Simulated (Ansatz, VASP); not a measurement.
**S3O: VASP beside Ansatz**

Contents of INCAR:

```
  PREC = Accurate
  ENCUT = 600
  EDIFF = 1E-6
  ISMEAR = 0
  SIGMA = 0.1
  LREAL = F
  LASPH = T
  NELM = 150
  ALGO = Normal
  ISIF = 3
  LWAVE = F
  LCHARG = F
  ISPIN = 2
  MAGMOM = 0 0 0 1.06
  LORBIT = 11
  GGA = PE
  IVDW = 12
  IBRION = 2
  NSW = 90
  EDIFFG = -0.04
```

KPOINTS

```
regular mesh
0
Gamma
  6 6 6
```

POSCAR

```
S3O
1.0
    3.7291296199      0.0000000000      0.0000000000
    0.0000000000      3.7291296199      0.0000000000
    0.0000000000      0.0000000000      3.7291296199
S O
3 1
Direct
    0.5000000000      0.0000000000      0.5000000000
    0.0000000000      0.5000000000      0.5000000000
    0.5000000000      0.5000000000      0.0000000000
    0.0000000000      0.0000000000      0.0000000000
```

Input for Ansatz:

```yaml
crystal:
  lattice:
    - [3.7291296199, 0.0, 0.0]
    - [0.0, 3.7291296199, 0.0]
    - [0.0, 0.0, 3.7291296199]
  atoms:
    - { symbol: S, position: [0.5, 0.0, 0.5] }
    - { symbol: S, position: [0.0, 0.5, 0.5] }
    - { symbol: S, position: [0.5, 0.5, 0.0] }
    - { symbol: O, position: [0.0, 0.0, 0.0], spin: 1.06 }
basis:
  ecutwfc: 420
kpoints:
  mp_grid: { grid: [6, 6, 6] }
hamiltonian:
  xc: pbe
  dispersion: d3bj
scf:
  occupations: { method: gaussian, width: 0.1 }
  lower_state_search: "off"
output:
  forces: true
  stress: true
  eigenvalues: true
  populations: true
magnetization:
  spin_polarized: true
relax:
  adjacent_minimum: "off"
  f_tol: 0.04
  max_steps: 70
  cell: { stress_tol: 0.4 }
```

Change from the starting cell: species swapped into the HfRh3 type (Pm-3m, No. 221).

Alike in both runs: task relaxation of cell and atoms; functional PBE; dispersion D3(BJ); k mesh 6 × 6 × 6; occupations gaussian, width 0.1 eV; collinear spin.

```csv
,VASP,Ansatz
version,VASP 6.6.1,Ansatz 0.2.0
potentials or method,"VASP PAW PBE potentials, release 64 (S, O), cutoff 600 eV","scalar-relativistic, plane waves, PAW"
valence electrons in the cell,24,24
```

|  | VASP | Ansatz | Ansatz less VASP |
| --- | --- | --- | --- |
| gap on the k mesh at the Fermi level, each at its own relaxed structure (eV) | none | none | - |
| net moment per atom (μB) | 0.00 | 0.32 | +0.319 |
| size of the moment on the site where the two differ most (μB) | 0.00 | 0.96 | +0.957 |
| relaxed volume (Å³/atom) | 12.68 | 12.96 | +0.285 |
| relaxed length of the cell vector where the two differ most in proportion (Å) | 3.702 | 3.729 | +0.0275 |

The net moments are unlike, so the other rows may belong to different states. Site moments also hang on the region over which each program counts them. A gap of «none» marks a metal or a gap that the smearing closes.
